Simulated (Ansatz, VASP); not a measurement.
Ca in VASP and in Ansatz

Contents of INCAR:

```
SYSTEM = Ca
PREC = Accurate
ENCUT = 520
EDIFF = 1E-6
ISMEAR = -1
SIGMA = 0.1
LREAL = .False.
LASPH = .True.
NELM = 60
ALGO = Normal
ISIF = 2
LWAVE = .False.
LCHARG = .True.
GGA = B5
ALDAX = 1.0
AGGAX = 1.0
AGGAC = 1.0
ALDAC = 0.0
LELF = .True.
LVHAR = .True.
NBANDS = 28
```

The input KPOINTS:

```
regular mesh
0
Gamma
  11 11 3
  0 0 0
```

File POSCAR:

```
Ca
1.0
    3.8663352675      0.0000000000      0.0000000000
   -1.9331676337      3.3483445612      0.0000000000
    0.0000000000      0.0000000000     12.6701650349
Ca
4
Direct
    0.0000000000      1.0000000000      0.0000000000
    0.0000000000      1.0000000000      0.5000000000
    0.3333333333      0.6666666667      0.2500000000
    0.6666666667      0.3333333333      0.7500000000
```

Input for Ansatz:

```yaml
crystal:
  lattice:
    - [3.8663352675, 0.0, 0.0]
    - [-1.9331676337, 3.3483445612, 0.0]
    - [0.0, 0.0, 12.6701650349]
  atoms:
    - { symbol: Ca, position: [0.0, 1.0, 0.0] }
    - { symbol: Ca, position: [0.0, 1.0, 0.5] }
    - { symbol: Ca, position: [0.3333333333, 0.6666666667, 0.25] }
    - { symbol: Ca, position: [0.6666666667, 0.3333333333, 0.75] }
hamiltonian:
  xc: blyp
  pseudopotentials:
    kind: paw
    azcp:
      Ca: "pseudopotentials/Ca.paw.azcp"
basis:
  ecutwfc: 420
  fft_grid_basis: typed
kpoints:
  mp_grid: { grid: [11, 11, 3], shift: [0, 0, 0] }
magnetization:
  spin_polarized: false
scf:
  occupations: { method: fermi_dirac, width: 0.1 }
  lower_state_search: "off"
output:
  stress: true
  write_density: true
  write_potential: true
  elf: true
  volumetric_format: npy
```

Alike in both runs: task single point; functional BLYP; k mesh 11 × 11 × 3; occupations fermi-dirac, width 0.1 eV; no spin polarisation.

|  | VASP | Ansatz |
| --- | --- | --- |
| version | VASP 6.6.1 | Ansatz 0.2.0 |
| potentials or method | VASP PAW PBE potentials, release 64 (Ca_sv), cutoff 520 eV | plane waves (420 eV) with PAW, scalar-relativistic |
| valence electrons in the cell | 40 | 40 |

|  | VASP | Ansatz | Ansatz less VASP |
| --- | --- | --- | --- |
| pressure (GPa) | 0.7 | 0.7 | -0.02 |

VASP's potentials were made for PBE, not for BLYP.
